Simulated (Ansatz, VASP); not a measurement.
# Two plane-wave programs on TiSi2

Contents of INCAR:

```
  ALGO = Normal
  EDIFF = 1E-7
  ENCUT = 520
  GGA = PS
  ISIF = 2
  ISMEAR = -1
  LASPH = True
  LCHARG = False
  LREAL = False
  LWAVE = False
  NBANDS = 29
  NELM = 60
  PREC = Accurate
  SIGMA = 0.05
```

File KPOINTS:

```
k-points
0
Gamma
  6 6 6
```

The input POSCAR:

```
TiSi2
1.0
    0.0000000000      4.1175163063      4.2628978354
    2.3895119538      0.0000000000      4.2628978354
    2.3895119538      4.1175163063      0.0000000000
Ti Si
2 4
Direct
    0.7500000000      0.7500000000      0.7500000000
    0.5000000000      0.5000000000      0.5000000000
    0.4125656100      0.0874343900      0.4125656100
    0.0874343900      0.4125656100      0.0874343900
    0.1625656100      0.8374343900      0.1625656100
    0.8374343900      0.1625656100      0.8374343900
```

The input input.yaml:

```yaml
crystal:
  lattice:
    - [0.0, 4.1175163063, 4.2628978354]
    - [2.3895119538, 0.0, 4.2628978354]
    - [2.3895119538, 4.1175163063, 0.0]
  atoms:
    - { symbol: Ti, position: [0.75, 0.75, 0.75] }
    - { symbol: Ti, position: [0.5, 0.5, 0.5] }
    - { symbol: Si, position: [0.41256561, 0.08743439, 0.41256561] }
    - { symbol: Si, position: [0.08743439, 0.41256561, 0.08743439] }
    - { symbol: Si, position: [0.16256561, 0.83743439, 0.16256561] }
    - { symbol: Si, position: [0.83743439, 0.16256561, 0.83743439] }
hamiltonian:
  xc: pbesol
  pseudopotentials: { kind: paw }
kpoints:
  mp_grid: { grid: [6, 6, 6] }
  band_path:
    path:
      - [[0.0, 0.0, 0.0], [0.5, 0.0, 0.5], [1.0, 0.5, 0.5], [0.5, 0.5, 0.0], [0.0, 0.0, 0.0], [0.0, 0.4127457158, 0.4127457158], [0.5, 0.2443551471, 0.7443551471], [0.5, 0.0, 0.5]]
      - [[1.0, 0.5, 0.5], [1.0, 0.5872542842, 0.5872542842]]
      - [[0.0, 0.4127457158, 0.4127457158], [0.5, 0.7556448529, 0.2556448529], [0.5, 0.5, 0.0]]
      - [[0.5, 0.5, 0.5], [0.0, 0.0, 0.0]]
    npoints: 14
scf:
  occupations: { method: fermi_dirac, width: 0.05 }
  n_extra_bands: 15
output:
  forces: true
  stress: true
  eigenvalues: true
  fatbands: false
  write_density: true
  write_potential: true
  elf: true
  volumetric_format: npy
```

Alike in both runs: functional PBEsol; k mesh 6 × 6 × 6; occupations fermi-dirac, width 0.05 eV; no spin polarisation.

```csv
,VASP,Ansatz
version,VASP 6.6.1,Ansatz 0.2.0
potentials or method,"VASP PAW PBE potentials, release 64 (Ti_sv, Si)",Ansatz PAW
plane-wave cutoff (eV),520,420
valence electrons in the cell,40,40
task,single point,band structure
```

VASP gave:

- gap on the k mesh at the Fermi level (eV): none
- pressure (GPa): -1.8
- traceless stress, the component that is largest in VASP (GPa): -0.52
- rms of the force components (eV/Å): 0.047

Q: Estimate Ansatz's values.

A: gap on the k mesh at the Fermi level (eV): none; pressure (GPa): -2.0; traceless stress, the component that is largest in VASP (GPa): -0.57; rms of the force components (eV/Å): 0.046.

VASP's potentials were made for PBE, not for PBEsol. Atom by atom the forces differ by 0.000 eV/Å (rms over components). A gap of «none» marks a metal or a gap that the smearing closes.
